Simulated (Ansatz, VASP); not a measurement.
# Fe: VASP beside Ansatz

File POSCAR:

```
Fe
1.0
   -1.4640000000      1.4640000000      1.4640000000
    1.4640000000     -1.4640000000      1.4640000000
    1.4640000000      1.4640000000     -1.4640000000
Fe
1
Direct
    0.0000000000      0.0000000000      0.0000000000
```

The input INCAR.step1:

```
ALGO = Normal
EDIFF = 1E-4
ENCUT = 520
GGA = PE
ISMEAR = -1
ISPIN = 2
LASPH = True
LCHARG = False
LMAXMIX = 4
LREAL = False
LWAVE = True
MAGMOM = 0.4
NBANDS = 14
NELM = 150
PREC = Accurate
SIGMA = 0.1
```

Contents of INCAR.step2:

```
ALGO = Normal
EDIFF = 1E-6
ENCUT = 520
ISIF = 2
ISMEAR = -1
ISPIN = 2
ISTART = 1
LASPH = True
LCHARG = True
LELF = True
LMAXMIX = 4
LMIXTAU = True
LORBIT = 11
LREAL = False
LVHAR = True
LWAVE = False
MAGMOM = 0.4
METAGGA = R2SCAN
NBANDS = 14
NELM = 150
PREC = Accurate
SIGMA = 0.1
```

The input KPOINTS:

```
k-points
0
Gamma
  14 14 14
```

Input for Ansatz:

```yaml
crystal:
  lattice:
    - [-1.464, 1.464, 1.464]
    - [1.464, -1.464, 1.464]
    - [1.464, 1.464, -1.464]
  atoms:
    - { symbol: Fe, position: [0.0, 0.0, 0.0], spin: 0.4 }
magnetization:
  spin_polarized: true
hamiltonian:
  xc: r2scan
  pseudopotentials: { kind: paw }
basis:
  ecutwfc: 500
kpoints:
  mp_grid: { grid: [14, 14, 14] }
scf:
  occupations: { method: fermi_dirac, width: 0.1 }
  lower_state_search: "off"
output:
  forces: true
  stress: true
```

Change from the starting cell: parallel moments scaled by 0.1, free total moment.

Alike in both runs: task single point; functional r2SCAN; k mesh 14 × 14 × 14; occupations fermi-dirac, width 0.1 eV; collinear spin.

|  | VASP | Ansatz |
| --- | --- | --- |
| version | VASP 6.6.1 | Ansatz 0.2.0 |
| potentials or method | VASP PAW PBE potentials, release 64 (Fe), cutoff 520 eV | PAW, plane waves, scalar-relativistic |
| valence electrons in the cell | 8 | 16 |

|  | VASP | Ansatz | Ansatz less VASP |
| --- | --- | --- | --- |
| pressure (GPa) | -9.3 | -8.9 | +0.33 |
| net moment per atom (μB) | 2.74 | 2.75 | +0.004 |
| size of the moment on the site where the two differ most (μB) | 2.83 | 2.91 | +0.081 |

VASP's potentials were made for PBE, not for r2SCAN. Site moments also hang on the region over which each program counts them. VASP's potentials hold 8 valence electrons a cell and Ansatz's 16, so a difference there can come from the potentials and not from the codes. Ansatz's warnings: stability check not made.
